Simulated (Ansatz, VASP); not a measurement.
## P: VASP beside Ansatz

Contents of INCAR:

```
PREC = Accurate
ENCUT = 520
EDIFF = 1E-7
ISMEAR = -1
SIGMA = 0.05
LREAL = F
LASPH = T
NELM = 100
ALGO = Normal
ISIF = 2
LWAVE = F
LCHARG = T
GGA = PE
LELF = T
LVHAR = T
NBANDS = 18
```

File KPOINTS:

```
regular mesh
0
Gamma
  8 1 6
```

POSCAR

```
P
1.0
    3.2837277200      0.0000000000      0.0000000000
    0.0000000000     34.8570309900      0.0000000000
    0.0000000000      0.0000000000      4.6320847100
P
4
Direct
    0.5000000000      0.9702614300      0.9078492800
    0.5000000000      0.0297385700      0.0921507200
    0.0000000000      0.0297385700      0.4078492800
    0.0000000000      0.9702614300      0.5921507200
```

input.yaml

```yaml
crystal:
  lattice:
    - [3.28372772, 0.0, 0.0]
    - [0.0, 34.85703099, 0.0]
    - [0.0, 0.0, 4.63208471]
  atoms:
    - { symbol: P, position: [0.5, 0.97026143, 0.90784928] }
    - { symbol: P, position: [0.5, 0.02973857, 0.09215072] }
    - { symbol: P, position: [0.0, 0.02973857, 0.40784928] }
    - { symbol: P, position: [0.0, 0.97026143, 0.59215072] }
kpoints:
  mp_grid: { grid: [8, 1, 6] }
scf:
  occupations: { method: fermi_dirac, width: 0.05 }
hamiltonian:
  xc: pbe
  pseudopotentials: { kind: all_electron, lapw: { basis_error: 0.001 } }
output:
  forces: true
  stress: true
  eigenvalues: true
  populations: true
```

Alike in both runs: task single point; functional PBE; k mesh 8 × 1 × 6; occupations fermi-dirac, width 0.05 eV; no spin polarisation.

|  | VASP | Ansatz |
| --- | --- | --- |
| version | VASP 6.6.1 | Ansatz 0.2.0 |
| potentials or method | VASP PAW PBE potentials, release 64 (P), cutoff 520 eV | all-electron LAPW, scalar-relativistic |

|  | VASP | Ansatz | Ansatz less VASP |
| --- | --- | --- | --- |
| gap on the k mesh at the Fermi level (eV) | 0.94 | 0.93 | -0.011 |
| least direct gap on the mesh (eV) | 0.94 | 0.93 | -0.011 |
| rms of the force components (eV/Å) | 0.179 | 0.206 | +0.0273 |

Atom by atom the forces differ by 0.028 eV/Å (rms over components). Ansatz ran all-electron here, and VASP with PAW potentials.
